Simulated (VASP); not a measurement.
# LiFeS: single point with PBE

Crystal: LiFeS.

```xyz
6
Lattice="4.1399 0.0000 0.0000 0.0000 4.1399 0.0000 0.0000 0.0000 5.9669" Properties=species:S:1:pos:R:3 pbc="T T T"
Fe    0.0000    0.0000    0.0000
Fe    2.0699    2.0699    0.0000
S     0.0000    2.0699    4.5575
S     2.0699    0.0000    1.4094
Li    0.0000    0.0000    2.9835
Li    2.0699    2.0699    2.9835
```

```
Program             : VASP 6.6.1
Task                : single point
Functional          : PBE
Potentials or basis : VASP PAW PBE potentials, release 64 (Fe, S, Li_sv)
Cutoff              : 520 eV
k mesh              : 4 × 4 × 3
Occupations         : methfessel-paxton, width 0.1833 eV
Spin                : collinear spin, ferromagnetic start
Starting moments    : [3.0, 3.0, 0.0, 0.0, 0.0, 0.0] μB
```

| Item | Value |
| --- | --- |
| Largest force | 0.055 eV/Å |
| Net moment | 6.04 μB per cell |
| Site moments | Fe +2.91; S +0.08; Li +0.00 μB |
| Valence electrons inside the program's atomic spheres | Fe 6.83; S 3.68; Li 2.06 |

Forces in eV/Å, atoms in the order of the input:
```
Fe   0.000  0.000  0.000
Fe   0.000  0.000  0.000
S    0.000  0.000  0.055
S    0.000  0.000 -0.055
Li   0.000  0.000  0.000
Li   0.000  0.000  0.000
```

Levels at points of the mesh, in eV from the Fermi level:
Spin up:
```
           k point  band 16  band 17  band 18  band 19  band 20  band 21  band 22  band 23  band 24  band 25
(0.00, 0.00, 0.00)    -1.98    -1.40    -1.21    -0.70    -0.70    -0.15     1.36     3.09     3.40     3.40
(0.50, 0.00, 0.00)    -2.24    -1.45    -1.45    -1.18    -1.18     2.44     2.44     3.59     3.59     4.91
(0.50, 0.50, 0.00)    -2.36    -2.28    -2.28    -1.21    -1.21     1.29     1.29     3.19     3.19     7.26
```
Spin down:
| k point | band 12 | band 13 | band 14 | band 15 | band 16 | band 17 |
| --- | --- | --- | --- | --- | --- | --- |
| (0.00, 0.00, 0.00) | -0.27 | -0.26 | -0.24 | -0.01 | 0.99 | 0.99 |
| (0.50, 0.00, 0.00) | -0.35 | -0.20 | -0.20 | -0.03 | -0.03 | 1.00 |
| (0.50, 0.50, 0.00) | -1.08 | -0.99 | -0.99 | 0.51 | 0.51 | 0.88 |

Run time: 57 s on 1 thread of AMD EPYC 9R45 96-Core Processor (Zen 5), with other jobs on the host, peak memory 0.24 GiB.

Caveat: the k points lie up to 0.38 Å⁻¹ apart; only a ferromagnetic start was run, and an antiferromagnetic order may lie lower in energy. With open d or f shells a metallic result of PBE can be an artefact of self-interaction; +U or a hybrid may open a gap.
